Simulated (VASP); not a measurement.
# ZrB2 (P6/mmm) in VASP: a series of runs, part 2 of 2

VASP 6.6.1. Earlier steps stand in the parts before.

### 4 Single point, PBEsol

This run uses another cell than the first one, of 11.01 Å³/atom.

File INCAR:

```
SYSTEM = ZrB2
PREC = Accurate ; ENCUT = 520
EDIFF = 1E-6 ; ISMEAR = 0
SIGMA = 0.15 ; LREAL = .FALSE.
LASPH = .TRUE. ; NELM = 80
ALGO = Normal ; ISIF = 2
LWAVE = .FALSE. ; LCHARG = .FALSE.
GGA = PS ; NBANDS = 16
```

File KPOINTS:

```
regular mesh
0
G
  15 15 12
  0 0 0
```

File POSCAR:

```
ZrB2
1.0
    3.2179000000      0.0000000000      0.0000000000
   -1.6089500000      2.7867831468      0.0000000000
    0.0000000000      0.0000000000      3.6821000000
Zr B
1 2
Direct
    0.0000000000      0.0000000000      0.0000000000
    0.3333333333      0.6666666667      0.5000000000
    0.6666666667      0.3333333333      0.5000000000
```

Potentials or basis: VASP PAW PBE potentials, release 64 (Zr_sv, B).

On the command line:

```bash
$ cat potpaw_PBE.64/Zr_sv/POTCAR potpaw_PBE.64/B/POTCAR > POTCAR
$ mpirun -np 1 vasp_std > vasp.out
```

OUTCAR:

```text
SYSTEM = ZrB2
   PREC = Accurate
   ENCUT = 520
   EDIFF = 1E-6
   ISMEAR = 0
   LREAL = .FALSE.
   LASPH = .TRUE.
   NELM = 80
   ISIF = 2
   GGA = PS

 ion  position               nearest neighbor table
   1  0.000  0.000  0.000-   2 2.62   3 2.62   2 2.62   3 2.62   2 2.62   2 2.62   3 2.62   3 2.62
                             3 2.62   3 2.62   2 2.62   2 2.62
   2  0.333  0.667  0.500-   3 1.86   3 1.86   3 1.86   1 2.62   1 2.62   1 2.62   1 2.62   1 2.62
                             1 2.62
   3  0.667  0.333  0.500-   2 1.86   2 1.86   2 1.86   1 2.62   1 2.62   1 2.62   1 2.62   1 2.62
                             1 2.62

  LATTYP: Found a hexagonal cell.
 ALAT       =     3.2179000000
 C/A-ratio  =     1.1442555704

  Lattice vectors:

 A1 = (   3.2179000000,   0.0000000000,   0.0000000000)
 A2 = (  -1.6089500000,   2.7867831468,   0.0000000000)
 A3 = (   0.0000000000,   0.0000000000,   3.6821000000)

Analysis of symmetry for initial positions (statically):
=====================================================================
 Subroutine PRICEL returns:
 Original cell was already a primitive cell.

 Routine SETGRP: Setting up the symmetry group for a
 hexagonal supercell.

 Subroutine GETGRP returns: Found 24 space group operations
[... 172 lines left out ...]
 fundamental gap:      0.0647141269
 Fermi energy:         9.6187569979

 k-point     1 :       0.0000    0.0000    0.0000
  band No.  band energies     occupation
      1     -39.1289      2.00000
      2     -17.3255      2.00000
      3     -16.8106      2.00000
      4     -16.8106      2.00000
      5      -2.7350      2.00000
      6       7.0991      2.00000
[... 433 lines left out ...]
      3     -17.1715      2.00000
      4     -17.1696      2.00000
      5       1.5437      2.00000
      6       1.5976      2.00000
[... 8 lines left out ...]
     15      18.2986      0.00000
     16      18.6089      0.00000

 [... further k-points ...]

------------------------ aborting loop because EDIFF is reached ----------------------------------------

  FORCE on cell =-STRESS in cart. coord.  units (eV):
  Direction    XX          YY          ZZ          XY          YZ          ZX
  --------------------------------------------------------------------------------------
  -------------------------------------------------------------------------------------
  Total       -3.2242568     -3.2242568     -4.6090547      0.0000000     -0.0000000     -0.0000000
  in kB     -156.4475995   -156.4475995   -223.6408576      0.0000000     -0.0000000     -0.0000000
  external PRESSURE =    -178.8453522 kB  Pullay stress =       0.0000000 kB

 VOLUME and BASIS-vectors are now :
 -----------------------------------------------------------------------------
  energy-cutoff  :      520.00
  volume of cell :       33.02
      direct lattice vectors                 reciprocal lattice vectors
     3.217900000  0.000000000  0.000000000     0.310761677  0.179418338  0.000000000
    -1.608950000  2.786783147  0.000000000     0.000000000  0.358836676  0.000000000
     0.000000000  0.000000000  3.682100000     0.000000000  0.000000000  0.271584150

 POSITION                                       TOTAL-FORCE (eV/Angst)
 -----------------------------------------------------------------------------------
      0.00000      0.00000      0.00000        -0.000000      0.000000      0.000000
     -0.00000      1.85786      1.84105        -0.000000      0.000000      0.000000
      1.60895      0.92893      1.84105         0.000000     -0.000000      0.000000
 -----------------------------------------------------------------------------------
    total drift:                               -0.000000      0.000000      0.000000

  FREE ENERGIE OF THE ION-ELECTRON SYSTEM (eV)
  ---------------------------------------------------
  free  energy   TOTEN  =       -26.2261867371 eV

  energy  without entropy=      -26.2235739258  energy(sigma->0) =      -26.22488033
```

Run time: 66 s. Hardware: 1 thread of AMD EPYC 7R13 (Zen 3), shared host; peak memory 0.19 GiB.

Results:

* Free energy: -26.2262 eV
* Pressure: -17.9 GPa
* Band gap on the k mesh: zero (bands 9 and 10 overlap by 0.84 eV)

Stress tensor (GPa, compression positive):
```
-15.64   0.00   0.00
  0.00 -15.64   0.00
  0.00   0.00 -22.36
```

Caveat: the cell stands under tension; the PAW data sets were made with another functional, which shifts forces and pressure a little.

### 5 Single point, PBEsol

This run uses another cell than the first one, of 11.22 Å³/atom.

File INCAR:

```
SYSTEM = ZrB2
ALGO = Normal ; EDIFF = 1E-6
ENCUT = 520 ; GGA = PS
ISIF = 2 ; ISMEAR = 0
LASPH = .TRUE. ; LCHARG = .TRUE.
LELF = .TRUE. ; LREAL = .FALSE.
LVHAR = .TRUE. ; LWAVE = .FALSE.
NBANDS = 16 ; NELM = 60
PREC = Accurate ; SIGMA = 0.15
```

File KPOINTS:

```
k-points
0
G
  15 15 12
  0 0 0
```

File POSCAR:

```
ZrB2
1.0
    3.2495000000      0.0000000000      0.0000000000
   -1.6247500000      2.8141495496      0.0000000000
    0.0000000000      0.0000000000      3.6821000000
Zr B
1 2
Direct
    0.0000000000      0.0000000000      0.0000000000
    0.3333333333      0.6666666667      0.5000000000
    0.6666666667      0.3333333333      0.5000000000
```

Potentials or basis: VASP PAW PBE potentials, release 64 (Zr_sv, B).

On the command line:

```bash
$ cat potpaw_PBE.64/Zr_sv/POTCAR potpaw_PBE.64/B/POTCAR > POTCAR
$ mpirun -np 1 vasp_std > vasp.out
```

OUTCAR:

```text
SYSTEM = ZrB2
   EDIFF = 1E-6
   ENCUT = 520
   GGA = PS
   ISIF = 2
   ISMEAR = 0
   LASPH = .TRUE.
   LREAL = .FALSE.
   NELM = 60
   PREC = Accurate

 ion  position               nearest neighbor table
   1  0.000  0.000  0.000-   2 2.63   3 2.63   2 2.63   3 2.63   3 2.63   3 2.63   2 2.63   2 2.63
                             3 2.63   3 2.63   2 2.63   2 2.63
   2  0.333  0.667  0.500-   3 1.88   3 1.88   3 1.88   1 2.63   1 2.63   1 2.63   1 2.63   1 2.63
                             1 2.63
   3  0.667  0.333  0.500-   2 1.88   2 1.88   2 1.88   1 2.63   1 2.63   1 2.63   1 2.63   1 2.63
                             1 2.63

  LATTYP: Found a hexagonal cell.
 ALAT       =     3.2495000000
 C/A-ratio  =     1.1331281736

  Lattice vectors:

 A1 = (   3.2495000000,   0.0000000000,   0.0000000000)
 A2 = (  -1.6247500000,   2.8141495496,   0.0000000000)
 A3 = (   0.0000000000,   0.0000000000,   3.6821000000)

Analysis of symmetry for initial positions (statically):
=====================================================================
 Subroutine PRICEL returns:
 Original cell was already a primitive cell.

 Routine SETGRP: Setting up the symmetry group for a
 hexagonal supercell.

 Subroutine GETGRP returns: Found 24 space group operations
 (whereof 24 operations were pure point group operations)
 out of a pool of 24 trial point group operations.

The static configuration has the point symmetry D_6h.

Analysis of symmetry for dynamics (positions and initial velocities):
=====================================================================
 Subroutine PRICEL returns:
 Original cell was already a primitive cell.

 Routine SETGRP: Setting up the symmetry group for a
 hexagonal supercell.

 Subroutine GETGRP returns: Found 24 space group operations
 (whereof 24 operations were pure point group operations)
 out of a pool of 24 trial point group operations.

The dynamic configuration has the point symmetry D_6h.

 Subroutine INISYM returns: Found 24 space group operations
 (whereof 24 operations are pure point group operations),
 and found     1 'primitive' translations

----------------------------------------------------------------------------------------

                                     Primitive cell

  volume of cell :      33.6713

  direct lattice vectors                    reciprocal lattice vectors
     3.249500000  0.000000000  0.000000000     0.307739652  0.177673571  0.000000000
    -1.624750000  2.814149550  0.000000000     0.000000000  0.355347142  0.000000000
     0.000000000  0.000000000  3.682100000     0.000000000  0.000000000  0.271584150

  length of vectors
     3.249500000  3.249500000  3.682100000     0.355347142  0.355347142  0.271584150

  position of ions in fractional coordinates (direct lattice)
     0.000000000  0.000000000  0.000000000
     0.333333333  0.666666667  0.500000000
     0.666666667  0.333333333  0.500000000

  ion indices of the primitive-cell ions
   primitive index   ion index
                 1           1
                 2           2
                 3           3

----------------------------------------------------------------------------------------

 KPOINTS: k-points

Automatic generation of k-mesh.
 Grid dimensions read from file:
 generate k-points for:   15   15   12

 Generating k-lattice:

  Cartesian coordinates                     Fractional coordinates (reciprocal lattice)
     0.020515977  0.011844905  0.000000000     0.066666667  0.000000000  0.000000000
     0.000000000  0.023689809  0.000000000     0.000000000  0.066666667  0.000000000
     0.000000000  0.000000000  0.022632013     0.000000000  0.000000000  0.083333333

  Length of vectors
     0.023689809  0.023689809  0.022632013

  Shift w.r.t. Gamma in fractional coordinates (k-lattice)
     0.000000000  0.000000000  0.000000000

 Subroutine IBZKPT returns following result:
 ===========================================

 Found    189 irreducible k-points:

 Following reciprocal coordinates:
            Coordinates               Weight
  0.000000  0.000000  0.000000      1.000000
  0.066667 -0.000000  0.000000      6.000000
  0.133333 -0.000000  0.000000      6.000000
  0.200000 -0.000000  0.000000      6.000000
  0.266667 -0.000000  0.000000      6.000000
  0.333333 -0.000000  0.000000      6.000000
[... 16 lines left out ...]
  0.333333  0.200000  0.000000     12.000000
  0.400000  0.200000  0.000000      6.000000
 [... further k-points ...]
   k-points           NKPTS =    189   k-points in BZ     NKDIM =    189   number of bands    NBANDS=     16
   number of dos      NEDOS =    301   number of ions     NIONS =      3
   total plane-waves  NPLWV =  16128
   dimension x,y,z NGX =    24 NGY =   24 NGZ =   28
   dimension x,y,z NGXF=    48 NGYF=   48 NGZF=   56
   ions per type =               1   2
   NGX,Y,Z   is equivalent  to a cutoff of  12.28, 12.28, 12.64 a.u.
   NGXF,Y,Z  is equivalent  to a cutoff of  24.56, 24.56, 25.28 a.u.
 SYSTEM =  ZrB2
   PREC   = accura    normal or accurate (medium, high low for compatibility)
   ISTART =      0    job   : 0-new  1-cont  2-samecut
   ICHARG =      2    charge: 1-file 2-atom 10-const
   ISPIN  =      1    spin polarized calculation?
   LNONCOLLINEAR =      F non collinear calculations
   LSORBIT =      F    spin-orbit coupling
   LASPH  =      T    aspherical Exc in radial PAW
   ENCUT  =  520.0 eV  38.22 Ry    6.18 a.u.   6.04  6.04  6.85*2*pi/ulx,y,z
   NELM   =     60;   NELMIN=  2; NELMDL= -5     # of ELM steps
   EDIFF  = 0.1E-05   stopping-criterion for ELM
   LREAL  =      F    real-space projection
   EDIFFG = 0.1E-04   stopping-criterion for IOM
   NSW    =      0    number of steps for IOM
   IBRION =     -1    ionic relax: 0-MD 1-quasi-New 2-CG
   NFREE  =      0    steps in history (QN), initial steepest desc. (CG)
   ISIF   =      2    stress and relaxation
   ISYM   =      2    0-nonsym 1-usesym 2-fastsym
   POTIM  = 0.5000    time-step for ionic-motion
   TEBEG  =    0.0;   TEEND  =   0.0 temperature during run
   PSTRESS=    0.0 pullay stress
   NELECT =      18.0000    total number of electrons
   NUPDOWN=      -1.0000    fix difference up-down
   EMIN   =  10.00;   EMAX   =-10.00  energy-range for DOS
   EFERMI =   0.00;   METHOD = LEGACY
   ISMEAR =     0;   SIGMA  =   0.15  broadening in eV -4-tet -1-fermi 0-gaus
   EFERMI_NEDOS =   21; number of points for ismear=-14 and -15
   IALGO  =     38    algorithm
   IMIX   =      4    mixing-type and parameters
     AMIX     =   0.40;   BMIX     =  1.00
     AMIX_MAG =   1.60;   BMIX_MAG =  1.00
  volume/ion in A,a.u.               =      11.22        75.74
  Fermi-wavevector in a.u.,A,eV,Ry     =   1.328656  2.510796 24.018730  1.765327
  Thomas-Fermi vector in A             =   2.457877
   LORBIT       =      0    0 simple, 1 ext, 2 COOP (PROOUT), +10 PAW based schemes
   GGA     = PS    functional components
   LHFCALC =     F    Hartree Fock is set to
   AEXX    =    0.0000 exact exchange contribution
   IVDW    =     0    specifies the selected vdW correction
   LEPSILON=     F    determine dielectric tensor
   LRPA    =     F    only Hartree local field effects (RPA)
 non-spin polarized calculation
 Gauss-broadening in eV      SIGMA  =   0.15
  energy-cutoff  :      520.00
  volume of cell :       33.67
 maximum number of plane-waves:       930
   NGX = 13   NGY = 13   NGZ = 13

 number of electron      18.0000001 magnetization

 Free energy of the ion-electron system (eV)
  ---------------------------------------------------
  ext. energy  EPLUGINS =         0.00000000
  ---------------------------------------------------
  free energy    TOTEN  =       -26.15335025 eV

  energy without entropy =      -26.15058899  energy(sigma->0) =      -26.15196962

 E-fermi :   9.4229     XC(G=0): -12.1163

 val. band max:        9.3896233371   @ k =   0.4000   0.1333   0.0000
 cond. band min:       9.4263051870   @ k =   0.1333   0.1333   0.2500
 fundamental gap:      0.0366818500
 Fermi energy:         9.4229360391

 k-point     1 :       0.0000    0.0000    0.0000
  band No.  band energies     occupation
      1     -39.3824      2.00000
      2     -17.5631      2.00000
      3     -17.0905      2.00000
      4     -17.0905      2.00000
      5      -2.8330      2.00000
      6       6.9691      2.00000
[... 433 lines left out ...]
      3     -17.4228      2.00000
      4     -17.4199      2.00000
      5       1.3536      2.00000
      6       1.4506      2.00000
[... 8 lines left out ...]
     15      17.9045      0.00000
     16      18.1870      0.00000

 [... further k-points ...]

------------------------ aborting loop because EDIFF is reached ----------------------------------------

  FORCE on cell =-STRESS in cart. coord.  units (eV):
  Direction    XX          YY          ZZ          XY          YZ          ZX
  --------------------------------------------------------------------------------------
  -------------------------------------------------------------------------------------
  Total       -4.2635615     -4.2635615     -4.9373020      0.0000000     -0.0000000      0.0000000
  in kB     -202.8728008   -202.8728008   -234.9313522      0.0000000     -0.0000000      0.0000000
  external PRESSURE =    -213.5589846 kB  Pullay stress =       0.0000000 kB

 VOLUME and BASIS-vectors are now :
 -----------------------------------------------------------------------------
  energy-cutoff  :      520.00
  volume of cell :       33.67
      direct lattice vectors                 reciprocal lattice vectors
     3.249500000  0.000000000  0.000000000     0.307739652  0.177673571  0.000000000
    -1.624750000  2.814149550  0.000000000     0.000000000  0.355347142  0.000000000
     0.000000000  0.000000000  3.682100000     0.000000000  0.000000000  0.271584150

 POSITION                                       TOTAL-FORCE (eV/Angst)
 -----------------------------------------------------------------------------------
      0.00000      0.00000      0.00000        -0.000000      0.000000      0.000000
     -0.00000      1.87610      1.84105         0.000000     -0.000000      0.000000
      1.62475      0.93805      1.84105        -0.000000      0.000000      0.000000
 -----------------------------------------------------------------------------------
    total drift:                               -0.000000      0.000000      0.000000

  FREE ENERGIE OF THE ION-ELECTRON SYSTEM (eV)
  ---------------------------------------------------
  free  energy   TOTEN  =       -26.1533502510 eV

  energy  without entropy=      -26.1505889896  energy(sigma->0) =      -26.15196962
```

Wall time 69 s (1 thread of AMD EPYC 7R13 (Zen 3), shared host); peak memory 0.19 GiB.

What came out:

* Free energy: -26.1534 eV
* Pressure: -21.4 GPa
* Band gap on the k mesh: zero (bands 9 and 10 overlap by 0.83 eV)

Stress tensor (GPa, compression positive):
```
-20.29   0.00   0.00
  0.00 -20.29   0.00
  0.00   0.00 -23.49
```

Caveat: the cell stands under tension; the PAW data sets were made with another functional, which shifts forces and pressure a little.

### 6 Overview

```csv
cell,gap on the mesh (eV),pressure (GPa)
"a = 3.249, b = 3.250, c = 3.565 Å, angles 90.0, 90.0, 120.0°, 3 atoms",none,-16.3
"a = 3.249, b = 3.250, c = 3.624 Å, angles 90.0, 90.0, 120.0°, 3 atoms",none,-19.0
"a = 3.218, b = 3.218, c = 3.682 Å, angles 90.0, 90.0, 120.0°, 3 atoms",none,-17.9
"a = 3.249, b = 3.250, c = 3.682 Å, angles 90.0, 90.0, 120.0°, 3 atoms",none,-21.4
```

Alike in all rows: task single point; level PBEsol; potentials or basis VASP PAW PBE potentials, release 64 (Zr_sv, B); no spin polarisation; k mesh 15 × 15 × 12; cutoff (eV) 520; smearing gaussian 0.15 eV.

Caveats: the cell stands under tension; the PAW data sets were made with another functional, which shifts forces and pressure a little.

Absolute energies hang on the potentials; compare differences alone.
